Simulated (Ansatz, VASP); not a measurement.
## Two plane-wave programs on Bi3SbO3

File INCAR:

```
SYSTEM = Bi3SbO3
PREC = Accurate ; ENCUT = 520
EDIFF = 1E-7 ; ISMEAR = 0
SIGMA = 0.2 ; LREAL = .False.
LASPH = .True. ; NELM = 60
ALGO = Normal ; ISIF = 2
LWAVE = .False. ; LCHARG = .True.
GGA = PE ; LELF = .True.
LVHAR = .True. ; NBANDS = 43
```

KPOINTS

```
regular mesh
0
Gamma
  6 6 2
  0 0 0
```

Contents of POSCAR:

```
Bi3SbO3
1.0
    3.9219787222      0.0000000000      0.0000000000
    0.0000000000      3.9219787222      0.0000000000
    0.0000000000      0.0000000000      9.5957550355
Sb Bi O
1 3 3
Direct
    0.0000000000      0.0000000000      0.3104563103
    0.5000000000      0.5000000000      0.9908993084
    0.0000000000      0.0000000000      0.7243214746
    0.5000000000      0.5000000000      0.4807807779
    0.5000000000      0.0000000000      0.8589821761
    0.0000000000      0.5000000000      0.8589821761
    0.0000000000      0.0000000000      0.1024787768
```

Input for Ansatz:

```yaml
crystal:
  lattice:
    - [3.9219787222, 0.0, 0.0]
    - [0.0, 3.9219787222, 0.0]
    - [0.0, 0.0, 9.5957550355]
  atoms:
    - { symbol: Sb, position: [0.0, 0.0, 0.3104563103] }
    - { symbol: Bi, position: [0.5, 0.5, 0.9908993084] }
    - { symbol: Bi, position: [0.0, 0.0, 0.7243214746] }
    - { symbol: Bi, position: [0.5, 0.5, 0.4807807779] }
    - { symbol: O, position: [0.5, 0.0, 0.8589821761] }
    - { symbol: O, position: [0.0, 0.5, 0.8589821761] }
    - { symbol: O, position: [0.0, 0.0, 0.1024787768] }
basis:
  ecutwfc: 420
kpoints:
  mp_grid: { grid: [6, 6, 2] }
hamiltonian:
  xc: pbe
scf:
  occupations: { method: gaussian, width: 0.2 }
  lower_state_search: "off"
output:
  forces: true
  stress: true
  eigenvalues: true
```

Alike in both runs: task single point; functional PBE; k mesh 6 × 6 × 2; occupations gaussian, width 0.2 eV; no spin polarisation.

|  | VASP | Ansatz |
| --- | --- | --- |
| version | VASP 6.6.1 | Ansatz 0.2.0 |
| potentials or method | VASP PAW PBE potentials, release 64 (Sb, Bi_d, O), cutoff 520 eV | scalar-relativistic, plane waves, PAW |
| valence electrons in the cell | 68 | 78 |

```csv
,VASP,Ansatz,Ansatz less VASP
gap on the k mesh at the Fermi level (eV),none,none,-
pressure (GPa),0.0,0.0,-0.02
"traceless stress, the component that is largest in VASP (GPa)",0.23,0.14,-0.086
rms of the force components (eV/Å),0.026,0.029,+0.0027
```

Atom by atom the forces differ by 0.024 eV/Å (rms over components). A gap of «none» marks a metal or a gap that the smearing closes. With one functional, cell and mesh, what is left measures potentials, basis and numerics. VASP's potentials hold 68 valence electrons a cell and Ansatz's 78, so a difference there can come from the potentials and not from the codes.

Neither program's run includes spin-orbit coupling.
